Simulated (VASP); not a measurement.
# Si8NO16 (a cell with a defect) in VASP: single point with PBE

Aim: the single point of Si8NO16 (a cell with a defect) with PBE.

Everything below comes from runs of VASP 6.6.1. Logs are shortened: lines on timing, memory, paths and dates and some standing lists are left out, and cuts for length are marked.

## 1. The cell of the first run

The cell holds a defect, 25 atoms: a = 5.867 Å, b = 5.867 Å, c = 5.315 Å, α = 90.00°, β = 90.00°, γ = 90.00°.

## 2. Single point, PBE, collinear spin, ferromagnetic start

The input, INCAR:

```
SYSTEM = Si8NO16
  ALGO = Normal
  EDIFF = 1E-6
  ENCUT = 520
  GGA = PE
  ISIF = 2
  ISMEAR = -1
  ISPIN = 2
  LASPH = .True.
  LCHARG = .False.
  LORBIT = 11
  LREAL = Auto
  LWAVE = .False.
  MAGMOM = 0 0 0 0 0 0 0 0 0 0 0 0 0 0 0 0 0 0 0 0 0 0 0 0 1
  NBANDS = 88
  NELM = 150
  PREC = Accurate
  SIGMA = 0.02
```

The input, KPOINTS:

```
k-points
0
Gamma
  2 2 2
  0 0 0
```

The input, POSCAR:

```
Si8NO16
1.0
   -4.1487000000     -4.1487000000      0.0000000000
    4.1487000000     -4.1487000000      0.0000000000
    0.0000000000      0.0000000000      5.3146000000
Si O N
8 16 1
Direct
    0.4855177630      0.5020512480     -0.0097339135
   -0.0258413957      0.4659244472      0.2306324545
    0.4823468754      0.4983836994      0.4929059817
   -0.0135742460      0.5039644209      0.7369075975
   -0.0205499999     -0.0042927014     -0.0136209524
    0.4881216606      0.0059441256      0.2490797957
   -0.0020880745      0.0222239169      0.5145521487
    0.4916279966      0.0074315979      0.7489652987
    0.1821310901      0.4875053865     -0.0114861799
   -0.0191290571      0.1791310771      0.2410959593
    0.7842082696      0.4779887744     -0.0237475511
    0.1047632254      0.8130006383      0.3501893355
    0.1782152233      0.4676623268      0.4898148568
   -0.0161970135      0.1983935047      0.7544746505
    0.7899191926      0.4929667184      0.4907621449
   -0.0130725143      0.8055145153      0.7448989739
    0.6776178686      0.0046705706     -0.0071494981
    0.4883374734      0.6975411286      0.2442507536
    0.2890038258      0.0023878082     -0.0016312980
    0.4924023317      0.3083296020      0.2400479800
    0.6944192777     -0.0026260430      0.4936054809
    0.4793656177      0.6993216308      0.7395415808
    0.3110392357      0.0414777267      0.5114486225
    0.4910051849      0.3100754859      0.7457353291
    0.9528158890      0.7581907943      0.1846541485
```

Potentials or basis: VASP PAW PBE potentials, release 64 (Si, O, N).

On the command line:

```sh
$ cat potpaw_PBE.64/Si/POTCAR potpaw_PBE.64/O/POTCAR potpaw_PBE.64/N/POTCAR > POTCAR
$ mpirun -np 1 vasp_std > vasp.out
```

OUTCAR:

```text
SYSTEM = Si8NO16
   EDIFF = 1E-6
   ENCUT = 520
   GGA = PE
   ISIF = 2
   ISMEAR = -1
   ISPIN = 2
   LASPH = .True.
   LORBIT = 11
   LREAL = Auto
   NELM = 150
   PREC = Accurate

 ion  position               nearest neighbor table
   1  0.486  0.502  0.990-  24 1.72  20 1.75  11 1.76  22 1.77  18 1.77   9 1.78   3 2.64   3 2.67
                             2 3.15
   2  0.974  0.466  0.231-  10 1.68  25 1.74  11 1.75  15 1.76   9 1.78  13 1.83  12 2.27   4 2.63
                             4 2.70   7 3.01   5 3.05   1 3.15
   3  0.482  0.498  0.493-  24 1.74  20 1.75  22 1.76  18 1.76  13 1.79  15 1.80   1 2.64   1 2.67

   4  0.986  0.504  0.737-  13 1.74  15 1.74  11 1.75   9 1.77  16 1.77  14 1.80   2 2.63   2 2.70
                             7 3.06
   5  0.979  0.996  0.986-  16 1.70  14 1.71  10 1.73  25 1.75  17 1.77  19 1.82  12 2.33   7 2.51
                             7 2.81   2 3.05   8 3.13
   6  0.488  0.006  0.249-  23 1.75  17 1.76  19 1.77  20 1.77  21 1.78  18 1.81   8 2.66   8 2.66

   7  0.998  0.022  0.515-  12 1.63  14 1.64  10 1.72  16 1.77  21 1.79  23 1.84  25 2.35   5 2.51
                             5 2.81   2 3.01   4 3.06
   8  0.492  0.007  0.749-  23 1.66  17 1.69  24 1.78  19 1.78  21 1.81  22 1.81   6 2.66   6 2.66
                             5 3.13
   9  0.182  0.488  0.989-   4 1.77   2 1.78   1 1.78
  10  0.981  0.179  0.241-   2 1.68   7 1.72   5 1.73
  11  0.784  0.478  0.976-   4 1.75   2 1.75   1 1.76
  12  0.105  0.813  0.350-  25 1.29   7 1.63   2 2.27   5 2.33
  13  0.178  0.468  0.490-   4 1.74   3 1.79   2 1.83
  14  0.984  0.198  0.754-   7 1.64   5 1.71   4 1.80
  15  0.790  0.493  0.491-   4 1.74   2 1.76   3 1.80
  16  0.987  0.806  0.745-   5 1.70   7 1.77   4 1.77
  17  0.678  0.005  0.993-   8 1.69   6 1.76   5 1.77
  18  0.488  0.698  0.244-   3 1.76   1 1.77   6 1.81
  19  0.289  0.002  0.998-   6 1.77   8 1.78   5 1.82
  20  0.492  0.308  0.240-   3 1.75   1 1.75   6 1.77
  21  0.694  0.997  0.494-   6 1.78   7 1.79   8 1.81
  22  0.479  0.699  0.740-   3 1.76   1 1.77   8 1.81
  23  0.311  0.041  0.511-   8 1.66   6 1.75   7 1.84
  24  0.491  0.310  0.746-   1 1.72   3 1.74   8 1.78
  25  0.953  0.758  0.185-  12 1.29   2 1.74   5 1.75   7 2.35

  LATTYP: Found a simple tetragonal cell.
 ALAT       =     5.8671478062
 C/A-ratio  =     0.9058234385

  Lattice vectors:

 A1 = (  -4.1487000000,  -4.1487000000,   0.0000000000)
 A2 = (   4.1487000000,  -4.1487000000,   0.0000000000)
 A3 = (   0.0000000000,   0.0000000000,   5.3146000000)

Analysis of symmetry for initial positions (statically):
=====================================================================
 Subroutine PRICEL returns:
 Original cell was already a primitive cell.

 Routine SETGRP: Setting up the symmetry group for a
 simple tetragonal supercell.

[... 206 lines left out ...]

  energy without entropy =     -183.49196263  energy(sigma->0) =     -183.49196275

 E-fermi :  10.1190     XC(G=0): -12.5763

 val. band max:        9.8588070636   @ k =   0.5000   0.0000   0.5000
 cond. band min:      10.3742314891   @ k =   0.0000   0.5000   0.0000
 fundamental gap:      0.5154244255
 Fermi energy:        10.1190016948

 spin component 1

 k-point     1 :       0.0000    0.0000    0.0000
  band No.  band energies     occupation
      1     -15.3143      1.00000
      2     -13.4624      1.00000
      3     -12.2321      1.00000
      4     -12.0289      1.00000
      5     -11.5338      1.00000
      6     -11.1802      1.00000
[... 637 lines left out ...]
     77      19.0089      0.00000
     78      19.2300      0.00000
 Fermi energy:        10.1190016948

 spin component 2

 k-point     1 :       0.0000    0.0000    0.0000
  band No.  band energies     occupation
      1     -15.0388      1.00000
      2     -13.3688      1.00000
      3     -12.2156      1.00000
      4     -12.0117      1.00000
      5     -11.5181      1.00000
      6     -11.1569      1.00000
[... 637 lines left out ...]
     77      19.0711      0.00000
     78      19.2629      0.00000
 [bands above 78 left out]

------------------------ aborting loop because EDIFF is reached ----------------------------------------

  FORCE on cell =-STRESS in cart. coord.  units (eV):
  Direction    XX          YY          ZZ          XY          YZ          ZX
  --------------------------------------------------------------------------------------
  -------------------------------------------------------------------------------------
  Total       31.8420375     43.7958786     48.5605833     -9.0016839    -11.3326899      0.1970057
  in kB      278.8603643    383.5475246    425.2749831    -78.8332988    -99.2473560      1.7253007
  external PRESSURE =     362.5609573 kB  Pullay stress =       0.0000000 kB

 VOLUME and BASIS-vectors are now :
 -----------------------------------------------------------------------------
  energy-cutoff  :      520.00
  volume of cell :      182.95
      direct lattice vectors                 reciprocal lattice vectors
    -4.148700000 -4.148700000  0.000000000    -0.120519681 -0.120519681  0.000000000
     4.148700000 -4.148700000  0.000000000     0.120519681 -0.120519681  0.000000000
     0.000000000  0.000000000  5.314600000     0.000000000  0.000000000  0.188160915

 POSITION                                       TOTAL-FORCE (eV/Angst)
 -----------------------------------------------------------------------------------
      0.06859     -4.09713      5.26287         0.002211     -0.000240      0.000882
     -2.10851     -5.97447      1.22572         0.003908     -0.006398     -0.000726
      0.06653     -4.06876      2.61960        -0.000382      0.004960      0.002470
     -2.00159     -6.18318      3.91637         0.007365      0.003737      0.009303
      0.06745     -8.19434      5.24221        -0.001008      0.022275      0.049973
     -2.00041     -2.04973      1.32376        -0.000148      0.005763     -0.006330
[... 17 lines left out ...]
     -0.75062     -3.32344      3.96328        -0.016051      0.015200     -0.005563
     -0.80744     -7.09845      0.98136         0.078816      0.227200     -0.268661
 -----------------------------------------------------------------------------------
    total drift:                               -0.004582      0.021443     -0.016030

  FREE ENERGIE OF THE ION-ELECTRON SYSTEM (eV)
  ---------------------------------------------------
  free  energy   TOTEN  =      -183.4919628713 eV

  energy  without entropy=     -183.4919626258  energy(sigma->0) =     -183.49196275

 total charge

# of ion       s       p       d       tot
------------------------------------------
    1        0.593   0.907   0.000   1.500
    2        0.617   0.949   0.000   1.566
    3        0.591   0.890   0.000   1.481
    4        0.593   0.900   0.000   1.493
    5        0.614   0.958   0.000   1.572
    6        0.589   0.878   0.000   1.467
[... 17 lines left out ...]
   24        1.556   3.741   0.000   5.298
   25        1.297   2.651   0.000   3.948
--------------------------------------------------
tot         31.050  69.495   0.000 100.545

 magnetization (x)

# of ion       s       p       d       tot
------------------------------------------
    1       -0.000   0.000   0.000   0.000
    2       -0.002  -0.004   0.000  -0.006
    3       -0.000  -0.000   0.000  -0.000
    4       -0.000  -0.000   0.000  -0.000
    5        0.001   0.001   0.000   0.002
    6        0.000  -0.000   0.000   0.000
[... 17 lines left out ...]
   24        0.000   0.005   0.000   0.005
   25        0.014   0.423   0.000   0.438
--------------------------------------------------
tot          0.030   0.750   0.000   0.780
```

OSZICAR:

```text
N       E                     dE             d eps       ncg     rms          rms(c)
DAV:   1     0.722001875504E+03    0.72200E+03   -0.75505E+04  2816   0.149E+03
DAV:   2    -0.163008127578E+03   -0.88501E+03   -0.86439E+03  3328   0.341E+02
DAV:   3    -0.202130146169E+03   -0.39122E+02   -0.38898E+02  3544   0.726E+01
DAV:   4    -0.202507351883E+03   -0.37721E+00   -0.37636E+00  3448   0.796E+00
DAV:   5    -0.202511794622E+03   -0.44427E-02   -0.44394E-02  3392   0.800E-01    0.375E+01
DAV:   6    -0.183457285762E+03    0.19055E+02   -0.67313E+01  3264   0.290E+01    0.176E+01
DAV:   7    -0.183416914409E+03    0.40371E-01   -0.34324E+00  3448   0.683E+00    0.651E+00
DAV:   8    -0.183450486374E+03   -0.33572E-01   -0.35392E-01  3328   0.269E+00    0.271E+00
DAV:   9    -0.183479436803E+03   -0.28950E-01   -0.67442E-02  3224   0.132E+00    0.120E+00
DAV:  10    -0.183491122767E+03   -0.11686E-01   -0.19263E-02  3280   0.643E-01    0.461E-01
DAV:  11    -0.183491748834E+03   -0.62607E-03   -0.27011E-03  3312   0.237E-01    0.244E-01
DAV:  12    -0.183491863687E+03   -0.11485E-03   -0.51821E-04  3304   0.995E-02    0.126E-01
DAV:  13    -0.183491944106E+03   -0.80419E-04   -0.20110E-04  3352   0.660E-02    0.464E-02
DAV:  14    -0.183491960596E+03   -0.16490E-04   -0.32278E-05  3400   0.260E-02    0.106E-02
DAV:  15    -0.183491962269E+03   -0.16725E-05   -0.83408E-06  3096   0.123E-02    0.651E-03
DAV:  16    -0.183491962871E+03   -0.60258E-06   -0.14466E-06  2464   0.530E-03
   1 F= -.18349196E+03 E0= -.18349196E+03  d E =-.245478E-06  mag=     1.0000
```

Wall time 6.8 min (1 thread of Intel Xeon Platinum 8259CL at 2.50GHz (Skylake/Cascade Lake), shared host); peak memory 0.44 GiB.

What came out:

* Free energy: -183.4920 eV
* Pressure: 36.3 GPa
* Largest force: 0.361 eV/Å
* Band gap on the k mesh: 0.52 eV
* Net moment: 1.00 μB per cell
* Site moments: Si +0.00, -0.01, -0.00, +0.01 (each value once); O +0.04, -0.00, +0.20, +0.00, +0.01, +0.02 (each value once); N +0.44 μB
* Valence electrons inside the program's atomic spheres: Si 1.50, 1.57, 1.48, 1.49, 1.47, 1.60, 1.53 (each value once); O 5.25, 5.33, 5.29, 5.30, 5.23, 5.24, 5.28, 5.31 (each value once); N 3.95

Forces in eV/Å, atoms in the order of the input:
```
Si   0.002  0.000  0.001
Si   0.004 -0.006 -0.001
Si   0.000  0.005  0.002
Si   0.007  0.004  0.009
Si  -0.001  0.022  0.050
Si   0.000  0.006 -0.006
Si   0.002 -0.015  0.008
Si  -0.004 -0.004  0.019
O   -0.009 -0.013  0.003
O   -0.002 -0.001  0.003
O    0.016  0.009  0.001
O   -0.108 -0.237  0.230
O   -0.007 -0.004 -0.012
O    0.027 -0.026  0.017
O    0.006  0.011 -0.005
O   -0.020  0.019 -0.022
O   -0.006 -0.011  0.003
O    0.009 -0.013 -0.005
O    0.014  0.014 -0.004
O   -0.007  0.008  0.000
O   -0.016 -0.020  0.004
O    0.011 -0.014 -0.002
O    0.019  0.023 -0.019
O   -0.016  0.015 -0.006
N    0.079  0.227 -0.269
```

Stress tensor (GPa, compression positive):
```
27.89 -7.88  0.17
-7.88 38.35 -9.92
 0.17 -9.92 42.53
```

Caveat: the k points lie up to 0.59 Å⁻¹ apart; semilocal functionals underestimate gaps, and a narrow one can read as zero.
